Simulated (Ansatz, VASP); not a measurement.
BAs in VASP and in Ansatz

INCAR

```
PREC = Accurate
ENCUT = 600
EDIFF = 1E-6
ISMEAR = 0
SIGMA = 0.1
LREAL = False
LASPH = True
NELM = 80
ALGO = Normal
ISIF = 3
LWAVE = False
LCHARG = False
GGA = PE
IBRION = 2
NSW = 90
EDIFFG = -0.04
```

The input KPOINTS:

```
Automatic mesh
0
Gamma
  6 6 6
```

File POSCAR:

```
BAs
1.0
    3.2163962700      0.0000000000      0.0000000000
    0.0000000000      3.2163962700      0.0000000000
    0.0000000000      0.0000000000      3.4857620800
B As
1 1
Direct
    0.5000000000      0.5000000000      0.7059250600
    0.0000000000      0.0000000000      0.7864291500
```

Input for Ansatz:

```yaml
crystal:
  lattice:
    - [3.21639627, 0.0, 0.0]
    - [0.0, 3.21639627, 0.0]
    - [0.0, 0.0, 3.48576208]
  atoms:
    - { symbol: B, position: [0.5, 0.5, 0.70592506] }
    - { symbol: As, position: [0.0, 0.0, 0.78642915] }
basis:
  ecutwfc: 420
kpoints:
  mp_grid: { grid: [6, 6, 6] }
hamiltonian:
  xc: pbe
scf:
  occupations: { method: gaussian, width: 0.1 }
  lower_state_search: "off"
output:
  forces: true
  stress: true
  eigenvalues: true
relax:
  adjacent_minimum: "off"
  f_tol: 0.04
  max_steps: 70
  cell: { stress_tol: 0.4 }
```

Alike in both runs: task relaxation of cell and atoms; functional PBE; k mesh 6 × 6 × 6; occupations gaussian, width 0.1 eV; no spin polarisation.

|  | VASP | Ansatz |
| --- | --- | --- |
| version | VASP 6.6.1 | Ansatz 0.2.0 |
| potentials or method | VASP PAW PBE potentials, release 64 (B, As), cutoff 600 eV | scalar-relativistic, plane waves, PAW |
| valence electrons in the cell | 8 | 18 |

Ansatz gave:

* gap on the k mesh at the Fermi level, each at its own relaxed structure (eV): none
* relaxed volume (Å³/atom): 13.38
* relaxed cell length with the largest relative difference (Å): 2.704

Estimate VASP's values.

gap on the k mesh at the Fermi level, each at its own relaxed structure (eV): none; relaxed volume (Å³/atom): 13.37; relaxed cell length with the largest relative difference (Å): 2.703.

A gap of «none» marks a metal or a gap that the smearing closes. VASP's potentials hold 8 valence electrons a cell and Ansatz's 18, so a difference there can come from the potentials and not from the codes.

Noted on VASP's run: the volume moved by over 15 % at a fixed basis, so the end points are rough.
